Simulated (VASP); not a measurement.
# Y (P6_3/mmc) in VASP: further runs

Runs on Y. Level: PBE. Tasks: single point.

All numbers are computed with VASP 6.6.1; they aren't measurements. Logs are shortened: lines on timing, memory, paths and dates and some standing lists are left out, and cuts for length are marked.

## Step 1: The cell of the first run

Symmetry: P6_3/mmc, No. 194, hexagonal system. Conventional cell: a = 3.654 Å, b = 3.654 Å, c = 5.699 Å, α = 90.00°, β = 90.00°, γ = 120.00°. Within 4.7 Å of Y (site symmetry -6m2) lie 12 Y at 3.55 to 3.65 Å.

## Step 2: Single point, PBE

Input file INCAR:

```
SYSTEM = Y
PREC = Accurate ; ENCUT = 520
EDIFF = 1E-6 ; ISMEAR = 1
SIGMA = 0.3 ; LREAL = .False.
LASPH = .True. ; NELM = 80
ALGO = Normal ; ISIF = 2
LWAVE = .False. ; LCHARG = .False.
GGA = PE ; NBANDS = 18
```

Input file KPOINTS:

```
regular mesh
0
Gamma
  10 10 6
  0 0 0
```

Input file POSCAR:

```
Y
1.0
    3.6535431712      0.0000000000      0.0000000000
   -1.8267715856      3.1640612001      0.0000000000
    0.0000000000      0.0000000000      5.6988610241
Y
2
Direct
    0.3333333333      0.6666666667      0.2500000000
    0.6666666667      0.3333333333      0.7500000000
```

Potentials or basis: VASP PAW PBE potentials, release 64 (Y_sv).

Command:

```console
$ cat potpaw_PBE.64/Y_sv/POTCAR > POTCAR
$ mpirun -np 1 vasp_std > vasp.out
```

OUTCAR:

```text
SYSTEM = Y
   PREC = Accurate
   ENCUT = 520
   EDIFF = 1E-6
   ISMEAR = 1
   LREAL = .False.
   LASPH = .True.
   NELM = 80
   ISIF = 2
   GGA = PE

 ion  position               nearest neighbor table
   1  0.333  0.667  0.250-   2 3.55   2 3.55   2 3.55   2 3.55   2 3.55   2 3.55
   2  0.667  0.333  0.750-   1 3.55   1 3.55   1 3.55   1 3.55   1 3.55   1 3.55

  LATTYP: Found a hexagonal cell.
 ALAT       =     3.6535431712
 C/A-ratio  =     1.5598176228

  Lattice vectors:

 A1 = (   3.6535431712,   0.0000000000,   0.0000000000)
 A2 = (  -1.8267715856,   3.1640612001,   0.0000000000)
 A3 = (   0.0000000000,   0.0000000000,   5.6988610241)

Analysis of symmetry for initial positions (statically):
=====================================================================
 Subroutine PRICEL returns:
 Original cell was already a primitive cell.

 Routine SETGRP: Setting up the symmetry group for a
 hexagonal supercell.

 Subroutine GETGRP returns: Found 24 space group operations
 (whereof 12 operations were pure point group operations)
 out of a pool of 24 trial point group operations.

The static configuration has the point symmetry D_3d.
 The point group associated with its full space group is D_6h.

Analysis of symmetry for dynamics (positions and initial velocities):
=====================================================================
 Subroutine PRICEL returns:
 Original cell was already a primitive cell.

 Routine SETGRP: Setting up the symmetry group for a
 hexagonal supercell.

 Subroutine GETGRP returns: Found 24 space group operations
 (whereof 12 operations were pure point group operations)
 out of a pool of 24 trial point group operations.

The dynamic configuration has the point symmetry D_3d.
 The point group associated with its full space group is D_6h.

 Subroutine INISYM returns: Found 24 space group operations
 (whereof 12 operations are pure point group operations),
 and found     1 'primitive' translations

----------------------------------------------------------------------------------------

                                     Primitive cell

  volume of cell :      65.8790

  direct lattice vectors                    reciprocal lattice vectors
     3.653543171  0.000000000  0.000000000     0.273706907  0.158024756  0.000000000
    -1.826771586  3.164061200  0.000000000     0.000000000  0.316049513  0.000000000
     0.000000000  0.000000000  5.698861024     0.000000000  0.000000000  0.175473660

  length of vectors
     3.653543171  3.653543171  5.698861024     0.316049513  0.316049513  0.175473660

  position of ions in fractional coordinates (direct lattice)
     0.333333333  0.666666667  0.250000000
     0.666666667  0.333333333  0.750000000

  ion indices of the primitive-cell ions
   primitive index   ion index
                 1           1
                 2           2

----------------------------------------------------------------------------------------

 KPOINTS: regular mesh

Automatic generation of k-mesh.
 Grid dimensions read from file:
 generate k-points for:   10   10    6

 Generating k-lattice:

  Cartesian coordinates                     Fractional coordinates (reciprocal lattice)
     0.027370691  0.015802476  0.000000000     0.100000000  0.000000000  0.000000000
     0.000000000  0.031604951  0.000000000     0.000000000  0.100000000  0.000000000
     0.000000000  0.000000000  0.029245610     0.000000000  0.000000000  0.166666667

  Length of vectors
     0.031604951  0.031604951  0.029245610

  Shift w.r.t. Gamma in fractional coordinates (k-lattice)
     0.000000000  0.000000000  0.000000000

 Subroutine IBZKPT returns following result:
 ===========================================

 Found     56 irreducible k-points:

 Following reciprocal coordinates:
            Coordinates               Weight
  0.000000  0.000000  0.000000      1.000000
  0.100000  0.000000  0.000000      6.000000
  0.200000  0.000000  0.000000      6.000000
  0.300000 -0.000000  0.000000      6.000000
  0.400000 -0.000000  0.000000      6.000000
  0.500000  0.000000  0.000000      3.000000
[... 16 lines left out ...]
  0.300000  0.100000  0.166667     24.000000
  0.400000  0.100000  0.166667     24.000000
 [... further k-points ...]
   k-points           NKPTS =     56   k-points in BZ     NKDIM =     56   number of bands    NBANDS=     18
   number of dos      NEDOS =    301   number of ions     NIONS =      2
   total plane-waves  NPLWV =  32928
   dimension x,y,z NGX =    28 NGY =   28 NGZ =   42
   dimension x,y,z NGXF=    56 NGYF=   56 NGZF=   84
   ions per type =               2
   NGX,Y,Z   is equivalent  to a cutoff of  12.74, 12.74, 12.25 a.u.
   NGXF,Y,Z  is equivalent  to a cutoff of  25.48, 25.48, 24.50 a.u.
 SYSTEM =  Y
   PREC   = accura    normal or accurate (medium, high low for compatibility)
   ISTART =      0    job   : 0-new  1-cont  2-samecut
   ICHARG =      2    charge: 1-file 2-atom 10-const
   ISPIN  =      1    spin polarized calculation?
   LNONCOLLINEAR =      F non collinear calculations
   LSORBIT =      F    spin-orbit coupling
   LASPH  =      T    aspherical Exc in radial PAW
   ENCUT  =  520.0 eV  38.22 Ry    6.18 a.u.   6.79  6.79 10.60*2*pi/ulx,y,z
   NELM   =     80;   NELMIN=  2; NELMDL= -5     # of ELM steps
   EDIFF  = 0.1E-05   stopping-criterion for ELM
   LREAL  =      F    real-space projection
   EDIFFG = 0.1E-04   stopping-criterion for IOM
   NSW    =      0    number of steps for IOM
   IBRION =     -1    ionic relax: 0-MD 1-quasi-New 2-CG
   NFREE  =      0    steps in history (QN), initial steepest desc. (CG)
   ISIF   =      2    stress and relaxation
   ISYM   =      2    0-nonsym 1-usesym 2-fastsym
   POTIM  = 0.5000    time-step for ionic-motion
   TEBEG  =    0.0;   TEEND  =   0.0 temperature during run
   PSTRESS=    0.0 pullay stress
   NELECT =      22.0000    total number of electrons
   NUPDOWN=      -1.0000    fix difference up-down
   EMIN   =  10.00;   EMAX   =-10.00  energy-range for DOS
   EFERMI =   0.00;   METHOD = LEGACY
   ISMEAR =     1;   SIGMA  =   0.30  broadening in eV -4-tet -1-fermi 0-gaus
   EFERMI_NEDOS =   21; number of points for ismear=-14 and -15
   IALGO  =     38    algorithm
   IMIX   =      4    mixing-type and parameters
     AMIX     =   0.40;   BMIX     =  1.00
     AMIX_MAG =   1.60;   BMIX_MAG =  1.00
  volume/ion in A,a.u.               =      32.94       222.29
  Fermi-wavevector in a.u.,A,eV,Ry     =   1.135795  2.146342 17.551931  1.290031
  Thomas-Fermi vector in A             =   2.272500
   LORBIT       =      0    0 simple, 1 ext, 2 COOP (PROOUT), +10 PAW based schemes
   GGA     = PE    functional components
   LHFCALC =     F    Hartree Fock is set to
   AEXX    =    0.0000 exact exchange contribution
   IVDW    =     0    specifies the selected vdW correction
   LEPSILON=     F    determine dielectric tensor
   LRPA    =     F    only Hartree local field effects (RPA)
 non-spin polarized calculation
 Methfessel and Paxton  Order N= 1 SIGMA  =   0.30
  energy-cutoff  :      520.00
  volume of cell :       65.88
 maximum number of plane-waves:      1784
 NGX is ok and might be reduce to    28
   NGX = 13   NGY = 13   NGZ = 21

 number of electron      22.0000000 magnetization

 Free energy of the ion-electron system (eV)
  ---------------------------------------------------
  ext. energy  EPLUGINS =         0.00000000
  ---------------------------------------------------
  free energy    TOTEN  =       -12.87026782 eV

  energy without entropy =      -12.85437849  energy(sigma->0) =      -12.86497138

 E-fermi :   2.9799     XC(G=0):  -9.4158

 val. band max:        2.9557410849   @ k =   0.4000  -0.0000   0.0000
 cond. band min:       2.9865900085   @ k =   0.4000  -0.0000   0.1667
 fundamental gap:      0.0308489236
 Fermi energy:         2.9798739623

 k-point     1 :       0.0000    0.0000    0.0000
  band No.  band energies     occupation
      1     -39.7115      2.00000
      2     -39.6375      2.00000
      3     -19.9862      2.00000
      4     -19.5159      2.00000
      5     -19.5159      2.00000
      6     -19.4249      2.00000
[... 10 lines left out ...]
     17       5.7347     -0.00000
     18       5.7347     -0.00000

 k-point     2 :       0.1000    0.0000    0.0000
  band No.  band energies     occupation
      1     -39.7067      2.00000
      2     -39.6359      2.00000
      3     -19.9687      2.00000
      4     -19.5503      2.00000
      5     -19.5277      2.00000
      6     -19.4611      2.00000
[... 10 lines left out ...]
     17       5.5208     -0.00000
     18       5.5422     -0.00000

 k-point     3 :       0.2000    0.0000    0.0000
  band No.  band energies     occupation
      1     -39.6937      2.00000
      2     -39.6322      2.00000
      3     -19.9197      2.00000
      4     -19.6409      2.00000
      5     -19.5575      2.00000
      6     -19.5531      2.00000
[... 10 lines left out ...]
     17       5.8997     -0.00000
     18       6.0476     -0.00000

 k-point     4 :       0.3000   -0.0000    0.0000
  band No.  band energies     occupation
      1     -39.6764      2.00000
      2     -39.6287      2.00000
      3     -19.8491      2.00000
      4     -19.7536      2.00000
      5     -19.6613      2.00000
      6     -19.5926      2.00000
[... 375 lines left out ...]
      4     -19.6811      2.00000
      5     -19.6515      2.00000
      6     -19.5701      2.00000
[... 10 lines left out ...]
     17       6.2974     -0.00000
     18       6.7219     -0.00000

 k-point    23 :       0.3000    0.1000    0.1667
  band No.  band energies     occupation
      1     -39.6632      2.00000
      2     -39.6303      2.00000
      3     -19.8592      2.00000
      4     -19.7618      2.00000
      5     -19.6978      2.00000
      6     -19.6115      2.00000
[... 10 lines left out ...]
     17       7.2060     -0.00000
     18       7.4096     -0.00000

 k-point    24 :       0.4000    0.1000    0.1667
  band No.  band energies     occupation
      1     -39.6515      2.00000
      2     -39.6304      2.00000
      3     -19.8922      2.00000
      4     -19.7989      2.00000
      5     -19.6933      2.00000
      6     -19.6267      2.00000
[... 10 lines left out ...]
     17       7.7515     -0.00000
     18       7.9918     -0.00000

 [... further k-points ...]

------------------------ aborting loop because EDIFF is reached ----------------------------------------

  FORCE on cell =-STRESS in cart. coord.  units (eV):
  Direction    XX          YY          ZZ          XY          YZ          ZX
  --------------------------------------------------------------------------------------
  -------------------------------------------------------------------------------------
  Total       -0.0622221     -0.0622221     -0.1401330     -0.0000000      0.0000000      0.0000000
  in kB       -1.5132397     -1.5132397     -3.4080331     -0.0000000      0.0000000      0.0000000
  external PRESSURE =      -2.1448375 kB  Pullay stress =       0.0000000 kB

 VOLUME and BASIS-vectors are now :
 -----------------------------------------------------------------------------
  energy-cutoff  :      520.00
  volume of cell :       65.88
      direct lattice vectors                 reciprocal lattice vectors
     3.653543171  0.000000000  0.000000000     0.273706907  0.158024756  0.000000000
    -1.826771586  3.164061200  0.000000000     0.000000000  0.316049513  0.000000000
     0.000000000  0.000000000  5.698861024     0.000000000  0.000000000  0.175473660

 POSITION                                       TOTAL-FORCE (eV/Angst)
 -----------------------------------------------------------------------------------
     -0.00000      2.10937      1.42472         0.000000     -0.000000      0.000000
      1.82677      1.05469      4.27415        -0.000000      0.000000      0.000000
 -----------------------------------------------------------------------------------
    total drift:                               -0.000000      0.000000     -0.000000

  FREE ENERGIE OF THE ION-ELECTRON SYSTEM (eV)
  ---------------------------------------------------
  free  energy   TOTEN  =       -12.8702678179 eV

  energy  without entropy=      -12.8543784921  energy(sigma->0) =      -12.86497138
```

Run time: 97 s. Hardware: 1 thread of Intel Xeon 8259CL, shared host; peak memory 0.22 GiB.

Results:

- Free energy: -12.8703 eV
- Pressure: -0.2 GPa
- Band gap on the k mesh: zero (bands 11 and 12 overlap by 1.45 eV)

Stress tensor (GPa, compression positive):
```
-0.15  0.00  0.00
 0.00 -0.15  0.00
 0.00  0.00 -0.34
```

Levels at points of the mesh, in eV from the Fermi level:
| k point | band 7 | band 8 | band 9 | band 10 | band 11 | band 12 | band 13 | band 14 | band 15 | band 16 |
| --- | --- | --- | --- | --- | --- | --- | --- | --- | --- | --- |
| (0.00, 0.00, 0.00) | -22.40 | -22.37 | -4.68 | -1.84 | 0.92 | 1.74 | 1.74 | 2.09 | 2.36 | 2.36 |
| (0.50, 0.00, 0.00) | -22.52 | -22.46 | -1.67 | -1.17 | -0.79 | -0.12 | 1.42 | 1.45 | 2.09 | 4.98 |
| (0.00, 0.00, 0.50) | -22.45 | -22.45 | -3.23 | -3.23 | 0.98 | 0.98 | 1.66 | 1.66 | 1.66 | 1.66 |
| (0.50, 0.00, 0.50) | -22.52 | -22.52 | -1.64 | -1.64 | 0.08 | 0.08 | 1.38 | 1.38 | 2.75 | 2.75 |

Caveat: so wide a smearing shifts energies and pressures.

## Step 3: Single point, PBE

Input file INCAR:

```
SYSTEM = Y
  PREC = Accurate
  ENCUT = 520
  EDIFF = 1E-6
  ISMEAR = 1
  SIGMA = 0.6
  LREAL = .FALSE.
  LASPH = .TRUE.
  NELM = 60
  ALGO = Normal
  ISIF = 2
  LWAVE = .FALSE.
  LCHARG = .TRUE.
  GGA = PE
  LELF = .TRUE.
  LVHAR = .TRUE.
  NBANDS = 18
```

Input file KPOINTS:

```
regular mesh
0
G
  10 10 6
  0 0 0
```

POSCAR is that of step 2.

Potentials or basis: VASP PAW PBE potentials, release 64 (Y_sv).

Command:

```console
$ cat potpaw_PBE.64/Y_sv/POTCAR > POTCAR
$ mpirun -np 1 vasp_std > vasp.out
```

It took 1.7 min on 1 thread of Intel Xeon 8259CL, shared host; peak memory 0.22 GiB.

It converged, with:

```yaml
Free_energy: -12.8970 eV
Pressure: -0.2 GPa
Band_gap_on_the_k_mesh: zero (bands 11 and 12 overlap by 1.44 eV)
```

Stress tensor (GPa, compression positive):
```
-0.27  0.00  0.00
 0.00 -0.27  0.00
 0.00  0.00  0.01
```

Levels at points of the mesh, in eV from the Fermi level:
| k point | band 7 | band 8 | band 9 | band 10 | band 11 | band 12 | band 13 | band 14 | band 15 | band 16 |
| --- | --- | --- | --- | --- | --- | --- | --- | --- | --- | --- |
| (0.00, 0.00, 0.00) | -22.40 | -22.38 | -4.68 | -1.84 | 0.92 | 1.75 | 1.75 | 2.09 | 2.36 | 2.36 |
| (0.50, 0.00, 0.00) | -22.53 | -22.46 | -1.67 | -1.17 | -0.80 | -0.12 | 1.42 | 1.45 | 2.09 | 4.98 |
| (0.00, 0.00, 0.50) | -22.45 | -22.45 | -3.23 | -3.23 | 0.97 | 0.97 | 1.66 | 1.66 | 1.66 | 1.66 |
| (0.50, 0.00, 0.50) | -22.52 | -22.52 | -1.64 | -1.64 | 0.08 | 0.08 | 1.38 | 1.38 | 2.75 | 2.75 |

Caveat: so wide a smearing shifts energies and pressures.

The gap in the log of VASP goes by the Fermi energy; the results here count the filled bands.